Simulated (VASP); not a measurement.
**HC12: single point with LDA**

HC12, a slab with vacuum:

```xyz
26
Lattice="4.8893 0.0000 0.0000 -2.4446 6.7739 0.0000 0.0000 0.0000 22.7684" Properties=species:S:1:pos:R:3 pbc="T T T"
C     1.2223    2.0604    4.0000
C     0.0000    5.4473    4.0000
C     3.6669    2.0604    4.0000
C     2.4446    5.4473    4.0000
C     0.0000    2.2089    4.6899
C    -1.2223    5.5958    4.6899
C     2.4446    2.2089    4.6899
C     1.2223    5.5958    4.6899
C     0.0000    2.5015    6.0706
C    -1.2223    5.8884    6.0706
C     2.4446    2.5015    6.0706
C     1.2223    5.8884    6.0706
C     1.2223    2.6576    6.7406
C     0.0000    6.0446    6.7406
C     3.6669    2.6576    6.7406
C     2.4446    6.0446    6.7406
C     1.2223    3.0017    8.1764
C     0.0000    6.3887    8.1764
C     3.6669    3.0017    8.1764
C     2.4446    6.3887    8.1764
C     0.0000    3.1526    8.7684
C    -1.2223    6.5396    8.7684
C     2.4446    3.1526    8.7684
C     1.2223    6.5396    8.7684
H    -1.0663    6.1074    9.8584
H    -1.3783    6.9718    9.8584
```

```yaml
Program: VASP 6.6.1
Task: single point
Functional: LDA
Potentials_or_basis: VASP PAW LDA potentials, release 64 (C, H)
Cutoff: 520 eV
k_mesh: 6 × 4 × 1
Occupations: gaussian, width 0.05 eV
Spin: no spin polarisation
```

* Largest force: 3.972 eV/Å
* Band gap on the k mesh: zero (filled and empty bands overlap)

Forces on the atoms (eV/Å):
```
C    0.003  0.324  1.840
C    0.308  0.370  2.080
C   -0.001  0.314  1.834
C   -0.307  0.378  2.081
C    0.000 -0.731 -3.475
C   -0.002 -0.844 -3.882
C    0.001 -0.730 -3.466
C    0.004 -0.641 -3.192
C   -0.027  0.393  1.527
C   -0.021  0.368  1.362
C    0.021  0.392  1.522
C    0.010  0.342  1.306
C    0.009  0.006  0.093
C    0.191  0.253  0.862
C   -0.004  0.068  0.053
C   -0.203  0.236  0.838
C    0.005 -0.086 -0.372
C    2.672 -0.035 -2.003
C    0.004 -0.114 -0.426
C   -2.668 -0.811 -1.958
C   -0.026  0.173  0.448
C   -0.136 -0.033  3.263
C    0.016  0.160  0.403
C    0.102  0.060  0.649
H    0.189 -2.605 -0.569
H   -0.142  2.792 -0.819
```

Levels at points of the mesh, in eV from the Fermi level:
```
           k point  band 47  band 48  band 49  band 50  band 51  band 52
(0.00, 0.00, 0.00)    -0.30    -0.27    -0.26     0.10     0.38     0.62
(0.50, 0.00, 0.00)    -0.14    -0.10    -0.04     0.01     0.07     0.11
(0.00, 0.50, 0.00)    -0.40    -0.30    -0.26     0.19     0.43     0.54
(0.50, 0.50, 0.00)    -0.14    -0.10    -0.04     0.01     0.07     0.11
```

It took 83 min on 1 thread of Intel Xeon 8259CL, on a shared host, peak memory 0.8 GiB.
